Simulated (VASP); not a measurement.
# AsAu (P2_13) in VASP: relaxation of cell and atoms with PBE

Aim: the relaxation of cell and atoms of AsAu with PBE.

All numbers are computed with VASP 6.6.1; they aren't measurements. Logs are shortened: lines on timing, memory, paths and dates and some standing lists are left out, and cuts for length are marked.

### 1 The cell of the first run

Symmetry: P2_13, No. 198, cubic system. The conventional cell has a = 5.250 Å, b = 5.250 Å, c = 5.250 Å, α = 90.00°, β = 90.00°, γ = 90.00°. As (site symmetry 3) has 7 Au at 2.63 to 2.95 Å and 6 As at 3.22 Å within 3.5 Å. Within 3.5 Å of Au (site symmetry 3) lie 7 As at 2.63 to 2.95 Å and 6 Au at 3.25 Å.

### 2 Relaxation of cell and atoms, PBE

File INCAR:

```
SYSTEM = AsAu
  PREC = Accurate
  ENCUT = 600
  EDIFF = 1E-7
  ISMEAR = 0
  SIGMA = 0.1
  LREAL = .False.
  LASPH = .True.
  NELM = 100
  ALGO = Normal
  ISIF = 3
  LWAVE = .False.
  LCHARG = .False.
  GGA = PE
  IBRION = 2
  NSW = 90
  EDIFFG = -0.04
```

File KPOINTS:

```
Automatic mesh
0
Gamma
  4 4 4
  0 0 0
```

File POSCAR:

```
AsAu
1.0
    5.2500712079      0.0000000000      0.0000000000
    0.0000000000      5.2500712079      0.0000000000
    0.0000000000      0.0000000000      5.2500712079
As Au
4 4
Direct
    0.1340000000      0.1340000000      0.1340000000
    0.3660000000      0.8660000000      0.6340000000
    0.6340000000      0.3660000000      0.8660000000
    0.8660000000      0.6340000000      0.3660000000
    0.8445000000      0.8445000000      0.8445000000
    0.6555000000      0.1555000000      0.3445000000
    0.3445000000      0.6555000000      0.1555000000
    0.1555000000      0.3445000000      0.6555000000
```

Potentials or basis: VASP PAW PBE potentials, release 64 (As, Au).

Command:

```
cat potpaw_PBE.64/As/POTCAR potpaw_PBE.64/Au/POTCAR > POTCAR
mpirun -np 1 vasp_std > vasp.out
```

OUTCAR:

```text
SYSTEM = AsAu
   PREC = Accurate
   ENCUT = 600
   EDIFF = 1E-7
   ISMEAR = 0
   LREAL = .False.
   LASPH = .True.
   NELM = 100
   ISIF = 3
   GGA = PE
   IBRION = 2
   NSW = 90
   EDIFFG = -0.04

 ion  position               nearest neighbor table
   1  0.134  0.134  0.134-   5 2.63   6 2.75   7 2.75   8 2.75   7 2.95   8 2.95   6 2.95
   2  0.366  0.866  0.634-   6 2.63   5 2.75   7 2.75   8 2.75   7 2.95   8 2.95   5 2.95
   3  0.634  0.366  0.866-   7 2.63   6 2.75   5 2.75   8 2.75   8 2.95   6 2.95   5 2.95
   4  0.866  0.634  0.366-   8 2.63   6 2.75   7 2.75   5 2.75   6 2.95   5 2.95   7 2.95
   5  0.844  0.844  0.844-   1 2.63   2 2.75   3 2.75   4 2.75   3 2.95   4 2.95   2 2.95   6 3.25
                             7 3.25   8 3.25   6 3.25   8 3.25   7 3.25
   6  0.656  0.156  0.344-   2 2.63   1 2.75   3 2.75   4 2.75   3 2.95   4 2.95   1 2.95   8 3.25
                             5 3.25   5 3.25   7 3.25   7 3.25   8 3.25
   7  0.344  0.656  0.156-   3 2.63   2 2.75   1 2.75   4 2.75   4 2.95   2 2.95   1 2.95   8 3.25
                             5 3.25   8 3.25   6 3.25   6 3.25   5 3.25
   8  0.156  0.344  0.656-   4 2.63   2 2.75   3 2.75   1 2.75   2 2.95   1 2.95   3 2.95   7 3.25
                             5 3.25   7 3.25   5 3.25   6 3.25   6 3.25

  LATTYP: Found a simple cubic cell.
 ALAT       =     5.2500712079

  Lattice vectors:

 A1 = (   5.2500712079,   0.0000000000,   0.0000000000)
 A2 = (   0.0000000000,   5.2500712079,   0.0000000000)
 A3 = (   0.0000000000,   0.0000000000,   5.2500712079)

Analysis of symmetry for initial positions (statically):
=====================================================================
 Subroutine PRICEL returns:
 Original cell was already a primitive cell.

 Routine SETGRP: Setting up the symmetry group for a
 simple cubic supercell.

 Subroutine GETGRP returns: Found 12 space group operations
 (whereof  3 operations were pure point group operations)
 out of a pool of 48 trial point group operations.

The static configuration has the point symmetry C_3 .
 The point group associated with its full space group is T   .

Analysis of symmetry for dynamics (positions and initial velocities):
=====================================================================
 Subroutine PRICEL returns:
 Original cell was already a primitive cell.

 Routine SETGRP: Setting up the symmetry group for a
 simple cubic supercell.

 Subroutine GETGRP returns: Found 12 space group operations
 (whereof  3 operations were pure point group operations)
 out of a pool of 48 trial point group operations.

The dynamic configuration has the point symmetry C_3 .
 The point group associated with its full space group is T   .

 Subroutine INISYM returns: Found 12 space group operations
 (whereof  3 operations are pure point group operations),
 and found     1 'primitive' translations

----------------------------------------------------------------------------------------

                                     Primitive cell

  volume of cell :     144.7090

  direct lattice vectors                    reciprocal lattice vectors
     5.250071208  0.000000000  0.000000000     0.190473607  0.000000000  0.000000000
     0.000000000  5.250071208  0.000000000     0.000000000  0.190473607  0.000000000
     0.000000000  0.000000000  5.250071208     0.000000000  0.000000000  0.190473607

  length of vectors
     5.250071208  5.250071208  5.250071208     0.190473607  0.190473607  0.190473607

  position of ions in fractional coordinates (direct lattice)
     0.134000000  0.134000000  0.134000000
     0.366000000  0.866000000  0.634000000
     0.634000000  0.366000000  0.866000000
     0.866000000  0.634000000  0.366000000
     0.844500000  0.844500000  0.844500000
     0.655500000  0.155500000  0.344500000
     0.344500000  0.655500000  0.155500000
     0.155500000  0.344500000  0.655500000

  ion indices of the primitive-cell ions
   primitive index   ion index
                 1           1
                 2           2
                 3           3
                 4           4
                 5           5
                 6           6
                 7           7
                 8           8

----------------------------------------------------------------------------------------

 KPOINTS: Automatic mesh

Automatic generation of k-mesh.
 Grid dimensions read from file:
 generate k-points for:    4    4    4

 Generating k-lattice:

  Cartesian coordinates                     Fractional coordinates (reciprocal lattice)
     0.047618402  0.000000000  0.000000000     0.250000000  0.000000000  0.000000000
     0.000000000  0.047618402  0.000000000     0.000000000  0.250000000  0.000000000
     0.000000000  0.000000000  0.047618402     0.000000000  0.000000000  0.250000000

  Length of vectors
     0.047618402  0.047618402  0.047618402

  Shift w.r.t. Gamma in fractional coordinates (k-lattice)
     0.000000000  0.000000000  0.000000000

 Subroutine IBZKPT returns following result:
 ===========================================

 Found     11 irreducible k-points:

 Following reciprocal coordinates:
            Coordinates               Weight
  0.000000  0.000000  0.000000      1.000000
  0.250000  0.000000  0.000000      6.000000
  0.500000  0.000000  0.000000      3.000000
  0.250000  0.250000  0.000000     12.000000
  0.500000  0.250000  0.000000      6.000000
 -0.250000  0.500000  0.000000      6.000000
  0.500000  0.500000  0.000000      3.000000
  0.250000  0.250000  0.250000      8.000000
  0.500000  0.250000  0.250000     12.000000
  0.500000  0.500000  0.250000      6.000000
  0.500000  0.500000  0.500000      1.000000
   k-points           NKPTS =     11   k-points in BZ     NKDIM =     11   number of bands    NBANDS=     38
   number of dos      NEDOS =    301   number of ions     NIONS =      8
   total plane-waves  NPLWV =  74088
   dimension x,y,z NGX =    42 NGY =   42 NGZ =   42
   dimension x,y,z NGXF=    84 NGYF=   84 NGZF=   84
   ions per type =               4   4
   NGX,Y,Z   is equivalent  to a cutoff of  13.30, 13.30, 13.30 a.u.
   NGXF,Y,Z  is equivalent  to a cutoff of  26.60, 26.60, 26.60 a.u.
 SYSTEM =  AsAu
   PREC   = accura    normal or accurate (medium, high low for compatibility)
   ISTART =      0    job   : 0-new  1-cont  2-samecut
   ICHARG =      2    charge: 1-file 2-atom 10-const
   ISPIN  =      1    spin polarized calculation?
   LNONCOLLINEAR =      F non collinear calculations
   LSORBIT =      F    spin-orbit coupling
   LASPH  =      T    aspherical Exc in radial PAW
   ENCUT  =  600.0 eV  44.10 Ry    6.64 a.u.  10.49 10.49 10.49*2*pi/ulx,y,z
   NELM   =    100;   NELMIN=  2; NELMDL= -5     # of ELM steps
   EDIFF  = 0.1E-06   stopping-criterion for ELM
   LREAL  =      F    real-space projection
   EDIFFG = -.4E-01   stopping-criterion for IOM
   NSW    =     90    number of steps for IOM
   IBRION =      2    ionic relax: 0-MD 1-quasi-New 2-CG
   NFREE  =      1    steps in history (QN), initial steepest desc. (CG)
   ISIF   =      3    stress and relaxation
   ISYM   =      2    0-nonsym 1-usesym 2-fastsym
   POTIM  = 0.5000    time-step for ionic-motion
   TEBEG  =    0.0;   TEEND  =   0.0 temperature during run
   PSTRESS=    0.0 pullay stress
   NELECT =      64.0000    total number of electrons
   NUPDOWN=      -1.0000    fix difference up-down
   EMIN   =  10.00;   EMAX   =-10.00  energy-range for DOS
   EFERMI =   0.00;   METHOD = LEGACY
   ISMEAR =     0;   SIGMA  =   0.10  broadening in eV -4-tet -1-fermi 0-gaus
   EFERMI_NEDOS =   21; number of points for ismear=-14 and -15
   IALGO  =     38    algorithm
   IMIX   =      4    mixing-type and parameters
     AMIX     =   0.40;   BMIX     =  1.00
     AMIX_MAG =   1.60;   BMIX_MAG =  1.00
  volume/ion in A,a.u.               =      18.09       122.07
  Fermi-wavevector in a.u.,A,eV,Ry     =   1.247296  2.357048 21.167237  1.555748
  Thomas-Fermi vector in A             =   2.381435
   LORBIT       =      0    0 simple, 1 ext, 2 COOP (PROOUT), +10 PAW based schemes
   GGA     = PE    functional components
   LHFCALC =     F    Hartree Fock is set to
   AEXX    =    0.0000 exact exchange contribution
   IVDW    =     0    specifies the selected vdW correction
   LEPSILON=     F    determine dielectric tensor
   LRPA    =     F    only Hartree local field effects (RPA)
 conjugate gradient relaxation of ions
 non-spin polarized calculation
 Gauss-broadening in eV      SIGMA  =   0.10
  energy-cutoff  :      600.00
  volume of cell :      144.71
 maximum number of plane-waves:      4842
 NGX is ok and might be reduce to    42
   NGX = 21   NGY = 21   NGZ = 21

--------------------------------------- Ionic step        1  -------------------------------------------

 number of electron      64.0000014 magnetization

 Free energy of the ion-electron system (eV)
  ---------------------------------------------------
  ext. energy  EPLUGINS =         0.00000000
  ---------------------------------------------------
  free energy    TOTEN  =       -28.64646751 eV

  energy without entropy =      -28.61910492  energy(sigma->0) =      -28.63278621

------------------------ aborting loop because EDIFF is reached ----------------------------------------

  FORCE on cell =-STRESS in cart. coord.  units (eV):
  Direction    XX          YY          ZZ          XY          YZ          ZX
  --------------------------------------------------------------------------------------
  -------------------------------------------------------------------------------------
  Total        8.3424395      8.3424395      8.3424395      0.0000000      0.0000000      0.0000000
  in kB       92.3651347     92.3651347     92.3651347      0.0000000      0.0000000      0.0000000
  external PRESSURE =      92.3651347 kB  Pullay stress =       0.0000000 kB
[... 107 lines left out ...]
  FREE ENERGIE OF THE ION-ELECTRON SYSTEM (eV)
  ---------------------------------------------------
  free  energy   TOTEN  =       -28.9659673394 eV

  energy  without entropy=      -28.9349277558  energy(sigma->0) =      -28.95044755

 E-fermi :   5.1017     XC(G=0): -10.1945

 val. band max:        4.9643357219   @ k =  -0.2500   0.5000   0.0000
 cond. band min:       5.1371368770   @ k =   0.5000   0.2500   0.2500
 fundamental gap:      0.1728011550
 Fermi energy:         5.1016557106

 k-point     1 :       0.0000    0.0000    0.0000
  band No.  band energies     occupation
      1      -7.4371      2.00000
      2      -5.8236      2.00000
      3      -5.8236      2.00000
      4      -5.8236      2.00000
      5      -1.2540      2.00000
      6      -1.2540      2.00000
[... 440 lines left out ...]
     37       8.5491      0.00000
     38       8.5491      0.00000

 E-fermi :   4.6856     XC(G=0):  -9.9984

 val. band max:        4.5612185972   @ k =  -0.2500   0.5000   0.0000
 cond. band min:       4.7304342777   @ k =   0.5000   0.2500   0.2500
 fundamental gap:      0.1692156805
 Fermi energy:         4.6856371716

 k-point     1 :       0.0000    0.0000    0.0000
  band No.  band energies     occupation
      1      -7.6059      2.00000
      2      -6.1186      2.00000
      3      -6.1186      2.00000
      4      -6.1186      2.00000
      5      -1.4251      2.00000
      6      -1.4251      2.00000
[... 440 lines left out ...]
     37       7.9737      0.00000
     38       7.9737      0.00000

[... ionic steps 4 to 46 ...]

--------------------------------------- Ionic step       47  -------------------------------------------

 number of electron      64.0000010 magnetization

------------------------ aborting loop because EDIFF is reached ----------------------------------------

  FORCE on cell =-STRESS in cart. coord.  units (eV):
  Direction    XX          YY          ZZ          XY          YZ          ZX
  --------------------------------------------------------------------------------------
  -------------------------------------------------------------------------------------
  Total        0.4568502      0.4568502      0.4568502      0.0000000      0.0000000      0.0000000
  in kB        3.8851635      3.8851635      3.8851635      0.0000000      0.0000000      0.0000000
  external PRESSURE =       3.8851635 kB  Pullay stress =       0.0000000 kB
[... 69 lines left out ...]
  energy  without entropy=      -29.6500156996  energy(sigma->0) =      -29.66525315

--------------------------------------- Ionic step       49  -------------------------------------------

 number of electron      64.0000011 magnetization

 Free energy of the ion-electron system (eV)
  ---------------------------------------------------
  ext. energy  EPLUGINS =         0.00000000
  ---------------------------------------------------
  free energy    TOTEN  =       -29.68080783 eV

  energy without entropy =      -29.65022858  energy(sigma->0) =      -29.66551821

 E-fermi :   4.7327     XC(G=0): -10.0174

 val. band max:        4.6056035732   @ k =  -0.2500   0.5000   0.0000
 cond. band min:       4.7785392464   @ k =   0.5000   0.2500   0.2500
 fundamental gap:      0.1729356732
 Fermi energy:         4.7327146812

 k-point     1 :       0.0000    0.0000    0.0000
  band No.  band energies     occupation
      1      -7.5875      2.00000
      2      -6.0908      2.00000
      3      -6.0908      2.00000
      4      -6.0908      2.00000
      5      -1.4066      2.00000
      6      -1.4066      2.00000
[... 475 lines left out ...]
  FREE ENERGIE OF THE ION-ELECTRON SYSTEM (eV)
  ---------------------------------------------------
  free  energy   TOTEN  =       -29.6808078303 eV

  energy  without entropy=      -29.6502285819  energy(sigma->0) =      -29.66551821

 reached required accuracy - stopping structural energy minimisation
```

Run time: 35 min. Hardware: 1 thread of Intel Xeon Platinum 8259CL at 2.50GHz (Skylake/Cascade Lake), shared host; peak memory 0.31 GiB.

What came out:

```
Free energy                           : -29.6808 eV
Relaxed volume                        : 23.64 Å³/atom
Relaxed cell                          : a = 5.740 Å, b = 5.740 Å, c = 5.740 Å, α = 90.00°, β = 90.00°, γ = 90.00°
Space group after relaxing (to 0.1 Å) : P2_13 (No. 198)
Energy gained by relaxing             : 129.3 meV/atom
Ionic steps                           : 49
Pressure after relaxing               : 0.1 GPa
Largest force after relaxing          : 0.033 eV/Å
Band gap on the k mesh                : zero (bands 32 and 33 overlap by 0.95 eV)
```

Forces on the atoms (eV/Å):
```
As  -0.018 -0.018 -0.018
As   0.018  0.018 -0.018
As  -0.018  0.018  0.018
As   0.018 -0.018  0.018
Au  -0.019 -0.019 -0.019
Au   0.019  0.019 -0.019
Au  -0.019  0.019  0.019
Au   0.019 -0.019  0.019
```

Step by step:
| step | energy change (eV) | largest force (eV/Å) | pressure (GPa) | volume (Å³) |
| --- | --- | --- | --- | --- |
| 1 | 0.0000 | 0.4062 | 9.24 | 144.71 |
| 3 | -0.3195 | 0.2934 | -0.22 | 156.42 |
| 5 | -0.3339 | 0.2551 | -0.02 | 156.09 |
| 7 | -0.3610 | 0.1507 | 1.17 | 155.31 |
| 9 | -0.3691 | 0.0733 | -1.17 | 158.59 |
| 11 | -0.3767 | 0.0472 | -0.04 | 156.70 |
| 13 | -0.3836 | 0.0747 | 0.10 | 157.28 |
| 15 | -0.4238 | 0.3204 | 1.17 | 159.61 |
| 17 | -0.6471 | 0.2650 | 7.75 | 169.18 |
| 19 | -0.6482 | 0.3260 | 7.48 | 168.82 |
| 21 | -0.6483 | 0.3255 | 7.49 | 168.83 |
| 23 | -0.6485 | 0.3223 | 7.50 | 168.85 |
| 25 | -0.6493 | 0.3101 | 7.54 | 168.94 |
| 27 | -0.6514 | 0.2593 | 7.70 | 169.29 |
| 29 | -0.6518 | 0.2234 | 7.81 | 169.52 |
| 31 | -0.6571 | 0.2178 | 7.75 | 169.66 |
| 33 | -0.6802 | 0.1917 | 7.47 | 170.26 |
| 35 | -0.7643 | 0.1899 | 6.38 | 172.70 |
| 37 | -0.9674 | 0.3083 | 2.67 | 182.69 |
| 39 | -0.9908 | 0.4567 | 1.08 | 188.17 |
| 41 | -1.0238 | 0.2476 | 0.36 | 189.08 |
| 43 | -1.0326 | 0.0782 | -0.25 | 189.92 |
| 45 | -1.0333 | 0.0733 | -0.13 | 189.66 |
| 47 | -1.0333 | 0.0319 | 0.39 | 188.40 |
| 49 | -1.0343 | 0.0326 | 0.10 | 189.12 |

Final structure:
```
As Au
1.0
     5.74005    0.00000    0.00000
     0.00000    5.74005    0.00000
     0.00000    0.00000    5.74005
As Au
4 4
Direct
  0.03910 0.03910 0.03910
  0.46090 0.96090 0.53910
  0.53910 0.46090 0.96090
  0.96090 0.53910 0.46090
  0.78965 0.78965 0.78965
  0.71035 0.21035 0.28965
  0.28965 0.71035 0.21035
  0.21035 0.28965 0.71035
```

Caveat: the volume moved by over 15 % at a fixed basis, so the end points are rough; spin-orbit coupling is left out, which moves the levels of the heavy elements.
